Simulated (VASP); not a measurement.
Input of a VASP 6.6.1 run:

File INCAR:

```
  PREC = Accurate
  ENCUT = 520
  EDIFF = 1E-6
  ISMEAR = 0
  SIGMA = 0.01
  LREAL = False
  LASPH = True
  NELM = 100
  ALGO = Normal
  ISIF = 2
  LWAVE = False
  LCHARG = False
  GGA = PE
  NBANDS = 17
```

Contents of KPOINTS:

```
regular mesh
0
Gamma
  10 10 10
```

File POSCAR:

```
SnTe
1.0
    0.0000000000      3.2693753150      3.2693753150
    3.2693753150      0.0000000000      3.2693753150
    3.2693753150      3.2693753150      0.0000000000
Sn Te
1 1
Direct
    0.0000000000      0.0000000000      0.0000000000
    0.5000000000      0.5000000000      0.5000000000
```

Potentials or basis: VASP PAW PBE potentials, release 64 (Sn_d, Te).

Command:

```sh
$ cat potpaw_PBE.64/Sn_d/POTCAR potpaw_PBE.64/Te/POTCAR > POTCAR
$ mpirun -np 1 vasp_std > vasp.out
```

Problem. What does it give for the band gap on the k mesh?

Solution. 0.21 eV.

Problem. Estimate the pressure.

Solution. -2.2 GPa.

Caveat: spin-orbit coupling is left out, which moves the levels of the heavy elements. A k mesh can miss the band edges.
